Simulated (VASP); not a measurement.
Co:

```
Co
1.0
     2.50740    0.00000    0.00000
    -1.25370    2.17147    0.00000
     0.00000    0.00000    4.06990
Co
2
Direct
  0.33333 0.66667 0.25000
  0.66667 0.33333 0.75000
```

| Quantity | Value |
| --- | --- |
| Program | VASP 6.6.1 |
| Task | relaxation of cell and atoms |
| Functional | LDA |
| Potentials or basis | VASP PAW LDA potentials, release 64 (Co) |
| Cutoff | 600 eV |
| k mesh | 12 × 12 × 7 |
| Occupations | fermi-dirac, width 0.1 eV |
| Spin | collinear spin, ferromagnetic start |
| Starting moments | [2.5, 2.5] μB |

At the start: pressure -22.3 GPa; volume 11.08 Å³/atom.

Problem. How do energy, volume and symmetry change on relaxing?

Solution. Over 5 steps the energy falls by 88.9 meV/atom and the volume is 9.93 Å³/atom (-10.4 %); space group P6_3/mmc (No. 194, to 0.1 Å) before and after; moment 2.82 μB per cell.

Step by step:
```
step  energy change (eV)  largest force (eV/Å)  pressure (GPa)  volume (Å³)
   1              0.0000                0.0000          -22.34        22.16
   2              0.0811                0.0000           40.23        17.56
   3             -0.1775                0.0000           -0.52        19.91
   4             -0.1775                0.0000            0.04        19.86
   5             -0.1777                0.0000            0.02        19.86
```

Final structure:
```
CELL_PARAMETERS angstrom
2.42247 0.00000 0.00000
-1.21123 2.09792 0.00000
0.00000 0.00000 3.90847
ATOMIC_POSITIONS crystal
Co 0.33333 0.66667 0.25000
Co 0.66667 0.33333 0.75000
```
